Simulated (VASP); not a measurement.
# MgO (P2/m) in VASP: single point with PBE

Aim: the single point of MgO with PBE.

All numbers are computed with VASP 6.6.1; they aren't measurements. Logs are shortened: lines on timing, memory, paths and dates and some standing lists are left out, and cuts for length are marked.

### Step 1. The cell of the first run

It takes space group P2/m (No. 10, monoclinic). Conventional cell: a = 2.969 Å, b = 3.000 Å, c = 5.419 Å, α = 90.00°, β = 100.33°, γ = 90.00°. Mg (site symmetry 2/m) has 4 O at 2.01 to 2.04 Å within 2.7 Å. Within 2.7 Å of Mg (site symmetry 2/m) lie 4 O at 2.04 Å. O (site symmetry m) has 4 Mg at 2.01 to 2.04 Å and 2 O at 2.75 to 2.77 Å within 2.8 Å.

### Step 2. Single point, PBE

File POSCAR:

```
MgO
1.0
    2.9685845495      0.0000000000     -0.0001454419
    0.0000000000      3.0001503625      0.0000000000
   -0.9719060274      0.0000000000      5.3313576436
Mg O
2 2
Direct
    0.0000000000      0.0000000000      0.0000000000
    0.5000000000      0.5000000000      0.5000000000
    0.4067447777      0.0000000000      0.7418237113
    0.5932552223      0.0000000000      0.2581762887
```

File INCAR.step1:

```
SYSTEM = MgO
ALGO = Normal ; EDIFF = 1E-6
ENCUT = 520 ; GGA = PE
ISIF = 2 ; ISMEAR = 0
LASPH = .TRUE. ; LCHARG = .TRUE.
LREAL = .FALSE. ; LWAVE = .FALSE.
NBANDS = 16 ; NELM = 80
PREC = Accurate ; SIGMA = 0.02
```

File KPOINTS.step1:

```
k-points
0
G
  10 10 6
  0 0 0
```

File INCAR.step2:

```
SYSTEM = MgO
ALGO = Normal ; EDIFF = 1E-6
ENCUT = 520 ; GGA = PE
ICHARG = 11 ; ISIF = 2
ISMEAR = -5 ; LASPH = .TRUE.
LCHARG = .FALSE. ; LORBIT = 11
LREAL = .FALSE. ; LWAVE = .FALSE.
NEDOS = 1001 ; NELM = 80
PREC = Accurate ; SIGMA = 0.02
```

File KPOINTS.step2:

```
k-points
0
G
  15 15 9
  0 0 0
```

Potentials or basis: VASP PAW PBE potentials, release 64 (Mg, O).

The run is started by

```bash
cat potpaw_PBE.64/Mg/POTCAR potpaw_PBE.64/O/POTCAR > POTCAR
cp INCAR.step1 INCAR
cp KPOINTS.step1 KPOINTS
mpirun -np 1 vasp_std > vasp.out
cp INCAR.step2 INCAR
cp KPOINTS.step2 KPOINTS
mpirun -np 1 vasp_std > vasp.out
```

OUTCAR:

```text
SYSTEM = MgO
   EDIFF = 1E-6
   ENCUT = 520
   GGA = PE
   ICHARG = 11
   ISIF = 2
   ISMEAR = -5
   LASPH = .TRUE.
   LORBIT = 11
   LREAL = .FALSE.
   NELM = 80
   PREC = Accurate

 ion  position               nearest neighbor table
   1  0.000  0.000  0.000-   3 2.01   4 2.01   4 2.04   3 2.04   2 3.22   2 3.22   2 3.22   2 3.22
                             2 3.64   2 3.64   2 3.64   2 3.64
   2  0.500  0.500  0.500-   3 2.04   4 2.04   3 2.04   4 2.04   1 3.22   1 3.22   1 3.22   1 3.22
                             1 3.64   1 3.64   1 3.64   1 3.64
   3  0.407  0.000  0.742-   1 2.01   2 2.04   2 2.04   1 2.04
   4  0.593  0.000  0.258-   1 2.01   2 2.04   2 2.04   1 2.04

  LATTYP: Found a simple monoclinic cell.
 ALAT       =     2.9685845531
 B/A-ratio  =     1.0106332863
 C/A-ratio  =     1.8255241491
 COS(beta)  =    -0.1793923717

  Lattice vectors:

 A1 = (   2.9685845495,   0.0000000000,  -0.0001454419)
 A2 = (   0.0000000000,   3.0001503625,   0.0000000000)
 A3 = (  -0.9719060274,   0.0000000000,   5.3313576436)

Analysis of symmetry for initial positions (statically):
=====================================================================
 Subroutine PRICEL returns:
 Original cell was already a primitive cell.

 Routine SETGRP: Setting up the symmetry group for a
 simple monoclinic supercell.

 Subroutine GETGRP returns: Found  4 space group operations
 (whereof  4 operations were pure point group operations)
 out of a pool of  4 trial point group operations.

The static configuration has the point symmetry C_2h.

Analysis of symmetry for dynamics (positions and initial velocities):
=====================================================================
 Subroutine PRICEL returns:
 Original cell was already a primitive cell.

 Routine SETGRP: Setting up the symmetry group for a
 simple monoclinic supercell.

 Subroutine GETGRP returns: Found  4 space group operations
 (whereof  4 operations were pure point group operations)
 out of a pool of  4 trial point group operations.

The dynamic configuration has the point symmetry C_2h.

 Subroutine INISYM returns: Found  4 space group operations
 (whereof  4 operations are pure point group operations),
 and found     1 'primitive' translations

----------------------------------------------------------------------------------------

                                     Primitive cell

  volume of cell :      47.4817

  direct lattice vectors                    reciprocal lattice vectors
     2.968584550  0.000000000 -0.000145442     0.336863887  0.000000000  0.061410257
     0.000000000  3.000150362  0.000000000     0.000000000  0.333316627  0.000000000
    -0.971906027  0.000000000  5.331357644     0.000009190  0.000000000  0.187571159

  length of vectors
     2.968584553  3.000150362  5.419222790     0.342415681  0.333316627  0.187571159

  position of ions in fractional coordinates (direct lattice)
     0.000000000  0.000000000  0.000000000
     0.500000000  0.500000000  0.500000000
     0.406744778  0.000000000  0.741823711
     0.593255222  0.000000000  0.258176289

  ion indices of the primitive-cell ions
   primitive index   ion index
                 1           1
                 2           2
                 3           3
                 4           4

----------------------------------------------------------------------------------------

 KPOINTS: k-points

Automatic generation of k-mesh.
 Grid dimensions read from file:
 generate k-points for:   15   15    9

 Generating k-lattice:

  Cartesian coordinates                     Fractional coordinates (reciprocal lattice)
     0.022457592  0.000000000  0.004094017     0.066666667  0.000000000  0.000000000
     0.000000000  0.022221108  0.000000000     0.000000000  0.066666667  0.000000000
     0.000001021  0.000000000  0.020841240     0.000000000  0.000000000  0.111111111

  Length of vectors
     0.022827712  0.022221108  0.020841240

  Shift w.r.t. Gamma in fractional coordinates (k-lattice)
     0.000000000  0.000000000  0.000000000

 TETIRR: Found   6051 inequivalent tetrahedra from    12150

 Subroutine IBZKPT returns following result:
 ===========================================

 Found    544 irreducible k-points:

 Following reciprocal coordinates:
            Coordinates               Weight
  0.000000  0.000000  0.000000      1.000000
  0.066667  0.000000 -0.000000      2.000000
  0.133333  0.000000 -0.000000      2.000000
  0.200000  0.000000  0.000000      2.000000
  0.266667  0.000000 -0.000000      2.000000
  0.333333  0.000000  0.000000      2.000000
[... 16 lines left out ...]
  0.400000  0.133333  0.000000      4.000000
  0.466667  0.133333 -0.000000      4.000000
 [... further k-points ...]
   k-points           NKPTS =    544   k-points in BZ     NKDIM =    544   number of bands    NBANDS=     12
   number of dos      NEDOS =   1001   number of ions     NIONS =      4
   total plane-waves  NPLWV =  23040
   dimension x,y,z NGX =    24 NGY =   24 NGZ =   40
   dimension x,y,z NGXF=    48 NGYF=   48 NGZF=   80
   ions per type =               2   2
   NGX,Y,Z   is equivalent  to a cutoff of  13.44, 13.30, 12.27 a.u.
   NGXF,Y,Z  is equivalent  to a cutoff of  26.88, 26.60, 24.54 a.u.
 SYSTEM =  MgO
   PREC   = accura    normal or accurate (medium, high low for compatibility)
   ISTART =      0    job   : 0-new  1-cont  2-samecut
   ICHARG =     11    charge: 1-file 2-atom 10-const
   ISPIN  =      1    spin polarized calculation?
   LNONCOLLINEAR =      F non collinear calculations
   LSORBIT =      F    spin-orbit coupling
   LASPH  =      T    aspherical Exc in radial PAW
   ENCUT  =  520.0 eV  38.22 Ry    6.18 a.u.   5.52  5.58 10.08*2*pi/ulx,y,z
   NELM   =     80;   NELMIN=  2; NELMDL=  0     # of ELM steps
   EDIFF  = 0.1E-05   stopping-criterion for ELM
   LREAL  =      F    real-space projection
   EDIFFG = 0.1E-04   stopping-criterion for IOM
   NSW    =      0    number of steps for IOM
   IBRION =     -1    ionic relax: 0-MD 1-quasi-New 2-CG
   NFREE  =      0    steps in history (QN), initial steepest desc. (CG)
   ISIF   =      2    stress and relaxation
   ISYM   =      2    0-nonsym 1-usesym 2-fastsym
   POTIM  = 0.5000    time-step for ionic-motion
   TEBEG  =    0.0;   TEEND  =   0.0 temperature during run
   PSTRESS=    0.0 pullay stress
   NELECT =      16.0000    total number of electrons
   NUPDOWN=      -1.0000    fix difference up-down
   EMIN   =  10.00;   EMAX   =-10.00  energy-range for DOS
   EFERMI =   0.00;   METHOD = LEGACY
   ISMEAR =    -5;   SIGMA  =   0.02  broadening in eV -4-tet -1-fermi 0-gaus
   EFERMI_NEDOS =   21; number of points for ismear=-14 and -15
   IALGO  =     38    algorithm
   IMIX   =      4    mixing-type and parameters
     AMIX     =   0.40;   BMIX     =  1.00
     AMIX_MAG =   1.60;   BMIX_MAG =  1.00
  volume/ion in A,a.u.               =      11.87        80.11
  Fermi-wavevector in a.u.,A,eV,Ry     =   1.139216  2.152806 17.657815  1.297813
  Thomas-Fermi vector in A             =   2.275920
   LORBIT       =     11    0 simple, 1 ext, 2 COOP (PROOUT), +10 PAW based schemes
   GGA     = PE    functional components
   LHFCALC =     F    Hartree Fock is set to
   AEXX    =    0.0000 exact exchange contribution
   IVDW    =     0    specifies the selected vdW correction
   LEPSILON=     F    determine dielectric tensor
   LRPA    =     F    only Hartree local field effects (RPA)
 non-spin polarized calculation
 Fermi weights with tetrahedron method with Bloechl corrections
  energy-cutoff  :      520.00
  volume of cell :       47.48
 maximum number of plane-waves:      1300
 NGX is ok and might be reduce to    24

 number of electron      16.0000007 magnetization

 Free energy of the ion-electron system (eV)
  ---------------------------------------------------
  ext. energy  EPLUGINS =         0.00000000
  ---------------------------------------------------
  free energy    TOTEN  =       -21.84454422 eV

  energy without entropy =      -21.84454422  energy(sigma->0) =      -21.84454422

 E-fermi :   1.9771     XC(G=0):  -9.8306

 val. band max:        1.9598518563   @ k =   0.0000   0.4667   0.0000
 cond. band min:       3.4605582334   @ k =   0.0000   0.0000   0.0000
 fundamental gap:      1.5007063771
 Fermi energy:         1.9771252373

 k-point     1 :       0.0000    0.0000    0.0000
  band No.  band energies     occupation
      1     -14.7765      2.00000
      2     -13.8442      2.00000
      3      -2.3505      2.00000
      4       1.1903      2.00000
      5       1.3592      2.00000
      6       1.4682      2.00000
      7       1.5794      2.00000
      8       1.8357      2.00000
      9       3.4606      0.00000
     10       8.5402      0.00000
     11       9.2517      0.00000
     12      14.8740      0.00000

 k-point     2 :       0.0667    0.0000   -0.0000
  band No.  band energies     occupation
      1     -14.7525      2.00000
      2     -13.8337      2.00000
      3      -2.3089      2.00000
      4       1.0762      2.00000
      5       1.2052      2.00000
      6       1.3003      2.00000
      7       1.5898      2.00000
      8       1.8324      2.00000
      9       3.7582      0.00000
     10       8.6638      0.00000
     11       9.2534      0.00000
     12      14.8437      0.00000
[... 301 lines left out ...]
 k-point    23 :       0.4000    0.1333    0.0000
  band No.  band energies     occupation
      1     -14.1534      2.00000
      2     -13.5811      2.00000
      3      -1.8004      2.00000
      4      -1.4791      2.00000
      5      -0.2574      2.00000
      6       1.0185      2.00000
      7       1.4327      2.00000
      8       1.5830      2.00000
      9       7.1963      0.00000
     10       8.4856      0.00000
     11      10.7609      0.00000
     12      11.8090      0.00000

 k-point    24 :       0.4667    0.1333   -0.0000
  band No.  band energies     occupation
      1     -14.0951      2.00000
      2     -13.5622      2.00000
      3      -2.0043      2.00000
      4      -1.4853      2.00000
      5      -0.2701      2.00000
      6       1.0776      2.00000
      7       1.4501      2.00000
      8       1.5393      2.00000
      9       7.4473      0.00000
     10       8.5168      0.00000
     11      10.3602      0.00000
     12      11.8902      0.00000

 [... further k-points ...]

------------------------ aborting loop because EDIFF is reached ----------------------------------------

  FORCE on cell =-STRESS in cart. coord.  units (eV):
  Direction    XX          YY          ZZ          XY          YZ          ZX
  --------------------------------------------------------------------------------------
  -------------------------------------------------------------------------------------
  Total       -0.1009065     -0.0996904     -0.1241168      0.0000000      0.0000000      0.0040780
  in kB       -3.4048923     -3.3638567     -4.1880766      0.0000000      0.0000000      0.1376051
  external PRESSURE =      -3.6522752 kB  Pullay stress =       0.0000000 kB

 VOLUME and BASIS-vectors are now :
 -----------------------------------------------------------------------------
  energy-cutoff  :      520.00
  volume of cell :       47.48
      direct lattice vectors                 reciprocal lattice vectors
     2.968584550  0.000000000 -0.000145442     0.336863887  0.000000000  0.061410257
     0.000000000  3.000150362  0.000000000     0.000000000  0.333316627  0.000000000
    -0.971906027  0.000000000  5.331357644     0.000009190  0.000000000  0.187571159

 POSITION                                       TOTAL-FORCE (eV/Angst)
 -----------------------------------------------------------------------------------
      0.00000      0.00000      0.00000         0.000000      0.000000      0.000000
      0.99834      1.50008      2.66561         0.000000      0.000000      0.000000
      0.48647      0.00000      3.95487        -0.000044      0.000000     -0.000211
      1.51021      0.00000      1.37634         0.000044      0.000000      0.000211
 -----------------------------------------------------------------------------------
    total drift:                                0.000000      0.000000     -0.000000

  FREE ENERGIE OF THE ION-ELECTRON SYSTEM (eV)
  ---------------------------------------------------
  free  energy   TOTEN  =       -21.8445442170 eV

  energy  without entropy=      -21.8445442170  energy(sigma->0) =      -21.84454422

 total charge

# of ion       s       p       d       tot
------------------------------------------
    1        0.166   0.172   0.069   0.407
    2        0.155   0.161   0.065   0.381
    3        1.552   3.499   0.000   5.051
    4        1.552   3.499   0.000   5.051
--------------------------------------------------
tot          3.426   7.331   0.133  10.890
```

Run time: 1.8 min. Hardware: 1 thread of Intel Xeon Platinum 8488C (Sapphire Rapids), shared host; peak memory 0.41 GiB.

Results:

| Item | Value |
| --- | --- |
| Valence electrons inside the program's atomic spheres | Mg 0.41, 0.38; O 5.05 |
